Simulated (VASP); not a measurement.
# Al (Fm-3m) in VASP: notebook

Al is run at these levels: PBE; tasks: single point, relaxation of cell and atoms.

Program: VASP 6.6.1. These are calculated values, not measurements. Logs are shortened: lines on timing, memory, paths and dates and some standing lists are left out, and cuts for length are marked.

## 1. The cell of the first run

The structure is cubic, space group Fm-3m (No. 225). The conventional cell has a = 4.041 Å, b = 4.041 Å, c = 4.041 Å, α = 90.00°, β = 90.00°, γ = 90.00°. Within 3.8 Å of Al (site symmetry m-3m) lie 12 Al at 2.86 Å.

## 2. Single point, PBE

File INCAR:

```
SYSTEM = Al
ALGO = Fast
EDIFF = 1E-6
ENCUT = 520
GGA = PE
ISIF = 2
ISMEAR = 0
LASPH = .True.
LCHARG = .False.
LREAL = .False.
LWAVE = .False.
NBANDS = 8
NELM = 100
PREC = Accurate
SIGMA = 0.1
```

File KPOINTS:

```
k-points
0
Gamma
  48 48 48
  0 0 0
```

File POSCAR:

```
Al
1.0
    0.0000000000      2.0203029758      2.0203029758
    2.0203029758      0.0000000000      2.0203029758
    2.0203029758      2.0203029758      0.0000000000
Al
1
Direct
    0.0000000000      0.0000000000      0.0000000000
```

Potentials or basis: VASP PAW PBE potentials, release 64 (Al).

Run with:

```sh
$ cat potpaw_PBE.64/Al/POTCAR > POTCAR
$ mpirun -np 1 vasp_std > vasp.out
```

OUTCAR:

```text
SYSTEM = Al
   EDIFF = 1E-6
   ENCUT = 520
   GGA = PE
   ISIF = 2
   ISMEAR = 0
   LASPH = .True.
   LREAL = .False.
   NELM = 100
   PREC = Accurate

 ion  position               nearest neighbor table
   1  0.000  0.000  0.000-

  LATTYP: Found a face centered cubic cell.
 ALAT       =     4.0406059516

  Lattice vectors:

 A1 = (   0.0000000000,   2.0203029758,   2.0203029758)
 A2 = (   2.0203029758,   0.0000000000,   2.0203029758)
 A3 = (   2.0203029758,   2.0203029758,   0.0000000000)

Analysis of symmetry for initial positions (statically):
=====================================================================
 Subroutine PRICEL returns:
 Original cell was already a primitive cell.

 Routine SETGRP: Setting up the symmetry group for a
 face centered cubic supercell.

 Subroutine GETGRP returns: Found 48 space group operations
 (whereof 48 operations were pure point group operations)
 out of a pool of 48 trial point group operations.

The static configuration has the point symmetry O_h .

Analysis of symmetry for dynamics (positions and initial velocities):
=====================================================================
 Subroutine PRICEL returns:
 Original cell was already a primitive cell.

 Routine SETGRP: Setting up the symmetry group for a
 face centered cubic supercell.

 Subroutine GETGRP returns: Found 48 space group operations
 (whereof 48 operations were pure point group operations)
 out of a pool of 48 trial point group operations.

The dynamic configuration has the point symmetry O_h .

 Subroutine INISYM returns: Found 48 space group operations
 (whereof 48 operations are pure point group operations),
 and found     1 'primitive' translations

----------------------------------------------------------------------------------------

                                     Primitive cell

  volume of cell :      16.4922

  direct lattice vectors                    reciprocal lattice vectors
     0.000000000  2.020302976  2.020302976    -0.247487632  0.247487632  0.247487632
     2.020302976  0.000000000  2.020302976     0.247487632 -0.247487632  0.247487632
     2.020302976  2.020302976  0.000000000     0.247487632  0.247487632 -0.247487632

  length of vectors
     2.857139868  2.857139868  2.857139868     0.428661153  0.428661153  0.428661153

  position of ions in fractional coordinates (direct lattice)
     0.000000000  0.000000000  0.000000000

  ion indices of the primitive-cell ions
   primitive index   ion index
                 1           1

----------------------------------------------------------------------------------------

 KPOINTS: k-points

Automatic generation of k-mesh.
 Grid dimensions read from file:
 generate k-points for:   48   48   48

 Generating k-lattice:

  Cartesian coordinates                     Fractional coordinates (reciprocal lattice)
    -0.005155992  0.005155992  0.005155992     0.020833333  0.000000000  0.000000000
     0.005155992 -0.005155992  0.005155992     0.000000000  0.020833333  0.000000000
     0.005155992  0.005155992 -0.005155992     0.000000000  0.000000000  0.020833333

  Length of vectors
     0.008930441  0.008930441  0.008930441

  Shift w.r.t. Gamma in fractional coordinates (k-lattice)
     0.000000000  0.000000000  0.000000000

 Subroutine IBZKPT returns following result:
 ===========================================

 Found   2769 irreducible k-points:

 Following reciprocal coordinates:
            Coordinates               Weight
  0.000000  0.000000  0.000000      1.000000
  0.020833  0.000000  0.000000      8.000000
  0.041667  0.000000  0.000000      8.000000
  0.062500  0.000000  0.000000      8.000000
  0.083333  0.000000  0.000000      8.000000
  0.104167  0.000000  0.000000      8.000000
[... 16 lines left out ...]
  0.458333  0.000000  0.000000      8.000000
  0.479167  0.000000  0.000000      8.000000
 [... further k-points ...]
   k-points           NKPTS =   2769   k-points in BZ     NKDIM =   2769   number of bands    NBANDS=      8
   number of dos      NEDOS =    301   number of ions     NIONS =      1
   total plane-waves  NPLWV =  13824
   dimension x,y,z NGX =    24 NGY =   24 NGZ =   24
   dimension x,y,z NGXF=    48 NGYF=   48 NGZF=   48
   ions per type =               1
   NGX,Y,Z   is equivalent  to a cutoff of  13.96, 13.96, 13.96 a.u.
   NGXF,Y,Z  is equivalent  to a cutoff of  27.93, 27.93, 27.93 a.u.
 SYSTEM =  Al
   PREC   = accura    normal or accurate (medium, high low for compatibility)
   ISTART =      0    job   : 0-new  1-cont  2-samecut
   ICHARG =      2    charge: 1-file 2-atom 10-const
   ISPIN  =      1    spin polarized calculation?
   LNONCOLLINEAR =      F non collinear calculations
   LSORBIT =      F    spin-orbit coupling
   LASPH  =      T    aspherical Exc in radial PAW
   ENCUT  =  520.0 eV  38.22 Ry    6.18 a.u.   5.31  5.31  5.31*2*pi/ulx,y,z
   NELM   =    100;   NELMIN=  2; NELMDL= -5     # of ELM steps
   EDIFF  = 0.1E-05   stopping-criterion for ELM
   LREAL  =      F    real-space projection
   EDIFFG = 0.1E-04   stopping-criterion for IOM
   NSW    =      0    number of steps for IOM
   IBRION =     -1    ionic relax: 0-MD 1-quasi-New 2-CG
   NFREE  =      0    steps in history (QN), initial steepest desc. (CG)
   ISIF   =      2    stress and relaxation
   ISYM   =      2    0-nonsym 1-usesym 2-fastsym
   POTIM  = 0.5000    time-step for ionic-motion
   TEBEG  =    0.0;   TEEND  =   0.0 temperature during run
   PSTRESS=    0.0 pullay stress
   NELECT =       3.0000    total number of electrons
   NUPDOWN=      -1.0000    fix difference up-down
   EMIN   =  10.00;   EMAX   =-10.00  energy-range for DOS
   EFERMI =   0.00;   METHOD = LEGACY
   ISMEAR =     0;   SIGMA  =   0.10  broadening in eV -4-tet -1-fermi 0-gaus
   EFERMI_NEDOS =   21; number of points for ismear=-14 and -15
   IALGO  =     68    algorithm
   IMIX   =      4    mixing-type and parameters
     AMIX     =   0.40;   BMIX     =  1.00
     AMIX_MAG =   1.60;   BMIX_MAG =  1.00
  volume/ion in A,a.u.               =      16.49       111.30
  Fermi-wavevector in a.u.,A,eV,Ry     =   0.927589  1.752888 11.706734  0.860421
  Thomas-Fermi vector in A             =   2.053674
   LORBIT       =      0    0 simple, 1 ext, 2 COOP (PROOUT), +10 PAW based schemes
   GGA     = PE    functional components
   LHFCALC =     F    Hartree Fock is set to
   AEXX    =    0.0000 exact exchange contribution
   IVDW    =     0    specifies the selected vdW correction
   LEPSILON=     F    determine dielectric tensor
   LRPA    =     F    only Hartree local field effects (RPA)
 non-spin polarized calculation
 RMM-DIIS sequential band-by-band and
 Gauss-broadening in eV      SIGMA  =   0.10
  energy-cutoff  :      520.00
  volume of cell :       16.49
 maximum number of plane-waves:       459
 NGX is ok and might be reduce to    24
   NGX = 11   NGY = 11   NGZ = 11

 number of electron       3.0000000 magnetization

 Free energy of the ion-electron system (eV)
  ---------------------------------------------------
  ext. energy  EPLUGINS =         0.00000000
  ---------------------------------------------------
  free energy    TOTEN  =        -3.74695516 eV

  energy without entropy =       -3.74488565  energy(sigma->0) =       -3.74592041

 E-fermi :   8.0150     XC(G=0): -10.1983

 val. band max:        8.0108125510   @ k =  -0.4792   0.3958   0.0208
 cond. band min:       8.0170826965   @ k =   0.4792   0.2292   0.0833
 fundamental gap:      0.0062701454
 Fermi energy:         8.0149643475

 k-point     1 :       0.0000    0.0000    0.0000
  band No.  band energies     occupation
      1      -3.1326      2.00000
      2      20.6268      0.00000
      3      20.6268      0.00000
      4      20.6268      0.00000
      5      22.1223      0.00000
      6      22.1223      0.00000
      7      22.1223      0.00000
      8      24.4742      0.00000

 k-point     2 :       0.0208    0.0000    0.0000
  band No.  band energies     occupation
      1      -3.1208      2.00000
      2      20.3043      0.00000
      3      20.5721      0.00000
      4      20.5721      0.00000
      5      22.1956      0.00000
      6      22.1956      0.00000
      7      22.3102      0.00000
      8      24.6003      0.00000

 k-point     3 :       0.0417    0.0000    0.0000
  band No.  band energies     occupation
      1      -3.0854      2.00000
      2      19.6283      0.00000
      3      20.4331      0.00000
      4      20.4331      0.00000
      5      22.3899      0.00000
      6      22.3899      0.00000
      7      22.5807      0.00000
      8      24.9805      0.00000

 k-point     4 :       0.0625    0.0000    0.0000
  band No.  band energies     occupation
      1      -3.0264      2.00000
      2      18.8400      0.00000
      3      20.2524      0.00000
      4      20.2524      0.00000
      5      22.6616      0.00000
      6      22.6616      0.00000
      7      22.7339      0.00000
      8      25.5744      0.00000

 k-point     5 :       0.0833    0.0000    0.0000
  band No.  band energies     occupation
      1      -2.9438      2.00000
      2      18.0114      0.00000
      3      20.0585      0.00000
      4      20.0585      0.00000
      5      22.7832      0.00000
      6      22.9794      0.00000
      7      22.9794      0.00000
      8      26.2982      0.00000
[... 177 lines left out ...]
 k-point    22 :       0.4375    0.0000    0.0000
  band No.  band energies     occupation
      1       1.9813      2.00000
      2       5.2402      2.00000
      3      19.0449      0.00000
      4      19.0449      0.00000
      5      20.0215      0.00000
      6      20.0215      0.00000
      7      22.7283      0.00000
      8      23.8799      0.00000

 k-point    23 :       0.4583    0.0000    0.0000
  band No.  band energies     occupation
      1       2.4693      2.00000
      2       4.6485      2.00000
      3      19.1575      0.00000
      4      19.1575      0.00000
      5      19.8097      0.00000
      6      19.8097      0.00000
      7      22.8651      0.00000
      8      23.6426      0.00000

 k-point    24 :       0.4792    0.0000    0.0000
  band No.  band energies     occupation
      1       2.9751      2.00000
      2       4.0806      2.00000
      3      19.2895      0.00000
      4      19.2895      0.00000
      5      19.6182      0.00000
      6      19.6182      0.00000
      7      23.0176      0.00000
      8      23.4296      0.00000

 [... further k-points ...]

------------------------ aborting loop because EDIFF is reached ----------------------------------------

  FORCE on cell =-STRESS in cart. coord.  units (eV):
  Direction    XX          YY          ZZ          XY          YZ          ZX
  --------------------------------------------------------------------------------------
  -------------------------------------------------------------------------------------
  Total       -0.0048996     -0.0048996     -0.0048996     -0.0000000     -0.0000000     -0.0000000
  in kB       -0.4759839     -0.4759839     -0.4759839     -0.0000000     -0.0000000     -0.0000000
  external PRESSURE =      -0.4759839 kB  Pullay stress =       0.0000000 kB

 VOLUME and BASIS-vectors are now :
 -----------------------------------------------------------------------------
  energy-cutoff  :      520.00
  volume of cell :       16.49
      direct lattice vectors                 reciprocal lattice vectors
     0.000000000  2.020302976  2.020302976    -0.247487632  0.247487632  0.247487632
     2.020302976  0.000000000  2.020302976     0.247487632 -0.247487632  0.247487632
     2.020302976  2.020302976  0.000000000     0.247487632  0.247487632 -0.247487632

 POSITION                                       TOTAL-FORCE (eV/Angst)
 -----------------------------------------------------------------------------------
      0.00000      0.00000      0.00000        -0.000000      0.000000      0.000000
 -----------------------------------------------------------------------------------
    total drift:                                0.000000     -0.000000     -0.000000

  FREE ENERGIE OF THE ION-ELECTRON SYSTEM (eV)
  ---------------------------------------------------
  free  energy   TOTEN  =        -3.7469551639 eV

  energy  without entropy=       -3.7448856531  energy(sigma->0) =       -3.74592041
```

Run time: 3.7 min. Hardware: 1 thread of Intel Xeon Platinum 8259CL at 2.50GHz (Skylake/Cascade Lake), shared host; peak memory 0.41 GiB.

What came out:

| Quantity | Value |
| --- | --- |
| Free energy | -3.7470 eV |
| Pressure | 0.0 GPa |

Levels at points of the mesh, in eV from the Fermi level:
| k point | band 1 | band 2 | band 3 | band 4 | band 5 | band 6 |
| --- | --- | --- | --- | --- | --- | --- |
| (0.00, 0.00, 0.00) | -11.15 | 12.61 | 12.61 | 12.61 | 14.11 | 14.11 |
| (0.50, 0.00, 0.00) | -4.60 | -4.39 | 11.40 | 11.40 | 11.45 | 11.45 |
| (0.50, 0.50, 0.00) | -2.93 | -1.61 | 5.25 | 5.59 | 5.59 | 9.06 |

## 3. Relaxation of cell and atoms, PBE

This run uses another cell than the first one, of 16.61 Å³/atom, 1.007 times its volume.

File INCAR:

```
SYSTEM = Al
PREC = Accurate ; ENCUT = 600
EDIFF = 1E-6 ; ISMEAR = 0
SIGMA = 0.1 ; LREAL = .FALSE.
LASPH = .TRUE. ; NELM = 100
ALGO = Fast ; ISIF = 3
LWAVE = .FALSE. ; LCHARG = .FALSE.
GGA = PE ; IBRION = 2
NSW = 60 ; EDIFFG = -0.005
```

File KPOINTS:

```
regular mesh
0
G
  48 48 48
  0 0 0
```

File POSCAR:

```
Al
1.0
    0.0000000000      2.0250000000      2.0250000000
    2.0250000000      0.0000000000      2.0250000000
    2.0250000000      2.0250000000      0.0000000000
Al
1
Direct
    0.0000000000      0.0000000000      0.0000000000
```

Potentials or basis: VASP PAW PBE potentials, release 64 (Al).

Run with:

```sh
$ cat potpaw_PBE.64/Al/POTCAR > POTCAR
$ mpirun -np 1 vasp_std > vasp.out
```

OUTCAR:

```text
SYSTEM = Al
   PREC = Accurate
   ENCUT = 600
   EDIFF = 1E-6
   ISMEAR = 0
   LREAL = .FALSE.
   LASPH = .TRUE.
   NELM = 100
   ISIF = 3
   GGA = PE
   IBRION = 2
   NSW = 60
   EDIFFG = -0.005

 ion  position               nearest neighbor table
   1  0.000  0.000  0.000-

  LATTYP: Found a face centered cubic cell.
 ALAT       =     4.0500000000

  Lattice vectors:

 A1 = (   0.0000000000,   2.0250000000,   2.0250000000)
 A2 = (   2.0250000000,   0.0000000000,   2.0250000000)
 A3 = (   2.0250000000,   2.0250000000,   0.0000000000)

Analysis of symmetry for initial positions (statically):
=====================================================================
 Subroutine PRICEL returns:
 Original cell was already a primitive cell.

[... 246 lines left out ...]

  energy without entropy =       -3.74496531  energy(sigma->0) =       -3.74599964

 E-fermi :   8.0205     XC(G=0): -10.2005

 val. band max:        8.0164549995   @ k =  -0.4792   0.3958   0.0208
 cond. band min:       8.0225546234   @ k =   0.4792   0.2292   0.0833
 fundamental gap:      0.0060996239
 Fermi energy:         8.0205360228

 k-point     1 :       0.0000    0.0000    0.0000
  band No.  band energies     occupation
      1      -3.1309      2.00000
      2      20.6353      0.00000
      3      20.6353      0.00000
      4      20.6353      0.00000
      5      22.1348      0.00000
[... 177 lines left out ...]
 k-point    24 :       0.4792    0.0000    0.0000
  band No.  band energies     occupation
      1       2.9788      2.00000
      2       4.0849      2.00000
      3      19.2992      0.00000
      4      19.2992      0.00000
      5      19.6277      0.00000

 [... further k-points ...]

------------------------ aborting loop because EDIFF is reached ----------------------------------------

  FORCE on cell =-STRESS in cart. coord.  units (eV):
  Direction    XX          YY          ZZ          XY          YZ          ZX
  --------------------------------------------------------------------------------------
  -------------------------------------------------------------------------------------
  Total        0.0006603      0.0006603      0.0006603      0.0000000      0.0000000     -0.0000000
  in kB        0.0641820      0.0641820      0.0641820      0.0000000      0.0000000     -0.0000000
  external PRESSURE =       0.0641820 kB  Pullay stress =       0.0000000 kB
[... 16 lines left out ...]
  FREE ENERGIE OF THE ION-ELECTRON SYSTEM (eV)
  ---------------------------------------------------
  free  energy   TOTEN  =        -3.7470339594 eV

  energy  without entropy=       -3.7449653132  energy(sigma->0) =       -3.74599964

 reached required accuracy - stopping structural energy minimisation
```

CONTCAR:

```text
Al
   1.00000000000000
     0.0000000000000000    2.0199320808633527    2.0199320808633527
     2.0199320808633527    0.0000000000000000    2.0199320808633527
     2.0199320808633527    2.0199320808633527    0.0000000000000000
  Al
     1
Direct
     0.0000000000000000    0.0000000000000000    0.0000000000000000

  0.00000000E+00  0.00000000E+00  0.00000000E+00
```

Run time: 3.8 min. Hardware: 1 thread of Intel Xeon Platinum 8259CL at 2.50GHz (Skylake/Cascade Lake), shared host; peak memory 0.41 GiB.

What came out:

```
Free energy                            : -3.7470 eV
Relaxed volume                         : 16.48 Å³/atom
Relaxed cell                           : a = 2.857 Å, b = 2.857 Å, c = 2.857 Å, α = 60.00°, β = 60.00°, γ = 60.00°
Space group after relaxing (to 0.05 Å) : Fm-3m (No. 225)
Energy gained by relaxing              : 0.2 meV/atom
Ionic steps                            : 3
Pressure after relaxing                : 0.0 GPa
```

The path:
| step | energy change (eV) | largest force (eV/Å) | pressure (GPa) | volume (Å³) |
| --- | --- | --- | --- | --- |
| 1 | 0.0000 | 0.0000 | -0.58 | 16.61 |
| 2 | -0.0002 | 0.0000 | 0.09 | 16.46 |
| 3 | -0.0002 | 0.0000 | 0.01 | 16.48 |

Final structure:
```
Al
1.0
     0.00000    2.01993    2.01993
     2.01993    0.00000    2.01993
     2.01993    2.01993    0.00000
Al
1
Cartesian
  0.0000 0.0000 0.0000
```
